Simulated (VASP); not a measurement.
Set up this calculation in VASP 6.6.1, as the native input.

| Item | Value |
| --- | --- |
| Task | relaxation of cell and atoms |
| Functional | PBE |
| Potentials or basis | VASP PAW PBE potentials, release 64 (K_sv, Si, H) |
| Cutoff | 500 eV |
| k mesh | 14 × 14 × 8 |
| Occupations | gaussian, width 0.1 eV |
| Spin | no spin polarisation |
| Dipole correction | no |
| Further INCAR settings | ALGO = Normal; EDIFF = 1e-07; IBRION = 2; EDIFFG = -0.01; NSW = 100; ISIF = 3 |

The structure of KSiH lies in POSCAR:

```
KSiH
1.0
    3.1298668296      0.0000000000      0.0000000000
    0.0000000000      3.1298668296      0.0000000000
    0.0000000000      0.0000000000      5.4432782622
K Si H
1 1 1
Direct
    0.5000000000      0.5000000000      0.0000000000
    0.0000000000      0.0000000000      0.5000000000
    0.5000000000      0.5000000000      0.5000000000
```

The cell was built from a structure type or drawn by symmetry, and may not be a known phase.

These files were run (other wordings do the same):

INCAR

```
SYSTEM = KSiH
PREC = Accurate
ENCUT = 500
EDIFF = 1E-7
ISMEAR = 0
SIGMA = 0.1
LREAL = .False.
LASPH = .True.
NELM = 120
ALGO = Normal
ISIF = 3
LWAVE = .False.
LCHARG = .False.
GGA = PE
IBRION = 2
NSW = 100
EDIFFG = -0.01
GGA_COMPAT = .False.
NELMIN = 4
```

KPOINTS

```
regular mesh
0
Gamma
  14 14 8
  0 0 0
```

Potentials or basis: VASP PAW PBE potentials, release 64 (K_sv, Si, H).

The run is started by

```sh
$ cat potpaw_PBE.64/K_sv/POTCAR potpaw_PBE.64/Si/POTCAR potpaw_PBE.64/H/POTCAR > POTCAR
$ mpirun -np 1 vasp_std > vasp.out
```

Results of the run:

```yaml
Relaxed_volume: 17.42 Å³/atom
Relaxed_cell: a = 3.092 Å, b = 3.092 Å, c = 5.468 Å, α = 90.00°, β = 90.00°, γ = 90.00°
Space_group_after_relaxing_to_0.1_Å: P4/mmm (No. 123)
Energy_gained_by_relaxing: 1.3 meV/atom
Ionic_steps: 3
Pressure_after_relaxing: 0.0 GPa
Band_gap_on_the_k_mesh: zero (bands 7 and 8 overlap by 3.97 eV)
```

It took 3.8 min on 1 thread of Intel Xeon 8259CL, with other jobs on the host, peak memory 0.26 GiB.
